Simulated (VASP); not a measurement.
The system is As5S.

```
As S
1.0
     3.59346    0.00000    0.00000
    -1.79673    3.11203    0.00000
     0.00000    0.00000   17.04440
As S
5 1
Direct
  0.66667 0.33333 0.85337
  0.00000 0.00000 0.67605
  0.66667 0.33333 0.50000
  0.00000 0.00000 0.32395
  0.66667 0.33333 0.14663
  0.00000 0.00000 0.00000
```

* Program: VASP 6.6.1
* Task: relaxation of cell and atoms
* Functional: PBE
* Potentials or basis: VASP PAW PBE potentials, release 64 (As, S)
* Cutoff: 600 eV
* k mesh: 6 × 6 × 1
* Occupations: gaussian, width 0.1 eV
* Spin: no spin polarisation

At the start: pressure -13.1 GPa; volume 31.77 Å³/atom.

Problem. How do energy, volume and symmetry change on relaxing?

Solution. Over 31 steps the energy falls by 917.7 meV/atom and the volume is 20.88 Å³/atom (-34.3 %); space group P-6m2 (No. 187, to 0.05 Å).

The path:
| step | energy change (eV) | largest force (eV/Å) | pressure (GPa) | volume (Å³) |
| --- | --- | --- | --- | --- |
| 1 | 0.0000 | 0.7415 | -13.15 | 190.61 |
| 2 | -4.9103 | 0.4005 | -7.46 | 127.36 |
| 3 | -5.2742 | 0.1682 | -1.06 | 114.80 |
| 4 | -5.2796 | 0.1256 | 0.21 | 112.98 |
| 5 | -5.2819 | 0.1636 | 0.25 | 113.03 |
| 6 | -5.2910 | 0.2862 | 0.35 | 113.20 |
| 7 | -5.3182 | 0.3054 | 0.56 | 113.54 |
| 8 | -5.3287 | 0.2458 | 1.19 | 114.19 |
| 9 | -5.3293 | 0.2518 | 1.19 | 114.23 |
| 10 | -5.3311 | 0.2700 | 1.16 | 114.34 |
| 11 | -5.3355 | 0.3049 | 1.10 | 114.56 |
| 12 | -5.3470 | 0.3427 | 0.98 | 115.02 |
| 13 | -5.3689 | 0.3264 | 0.92 | 115.92 |
| 14 | -5.3708 | 0.4719 | 1.28 | 117.75 |
| 15 | -5.3775 | 0.3143 | 1.08 | 116.85 |
| 16 | -5.3819 | 0.3128 | 0.81 | 117.19 |
| 17 | -5.3910 | 0.3090 | 0.05 | 118.23 |
| 18 | -5.3912 | 0.3002 | -1.34 | 120.32 |
| 19 | -5.3940 | 0.3048 | -0.70 | 119.30 |
| 20 | -5.3991 | 0.2831 | -0.61 | 119.18 |
| 21 | -5.4113 | 0.2129 | -0.34 | 118.82 |
| 22 | -5.4210 | 0.0851 | 0.27 | 118.10 |
| 23 | -5.4293 | 0.1459 | 0.22 | 118.28 |
| 24 | -5.4341 | 0.2598 | 0.17 | 118.50 |
| 25 | -5.4416 | 0.2700 | 0.15 | 118.92 |
| 26 | -5.4656 | 0.2505 | 0.11 | 120.16 |
| 27 | -5.4964 | 0.1512 | 0.36 | 122.67 |
| 28 | -5.5000 | 0.0742 | 0.57 | 123.74 |
| 29 | -5.5053 | 0.0682 | 0.20 | 125.26 |
| 30 | -5.5054 | 0.0513 | 0.24 | 125.05 |
| 31 | -5.5061 | 0.0170 | 0.00 | 125.30 |

Final structure:
```
As S
1.0
     3.05047    0.00000    0.00000
    -1.52524    2.64179    0.00000
     0.00000    0.00000   15.54805
As S
5 1
Direct
  0.66667 0.33333 0.87903
  0.00000 0.00000 0.64686
  0.66667 0.33333 0.50000
  0.00000 0.00000 0.35314
  0.66667 0.33333 0.12097
  0.00000 0.00000 0.00000
```

Caveat: the k points lie up to 0.40 Å⁻¹ apart in the final cell; the volume moved by over 15 % at a fixed basis, so the end points are rough; this functional lacks dispersion, which binds the layers, so the pressure and a relaxed spacing across them are unreliable.
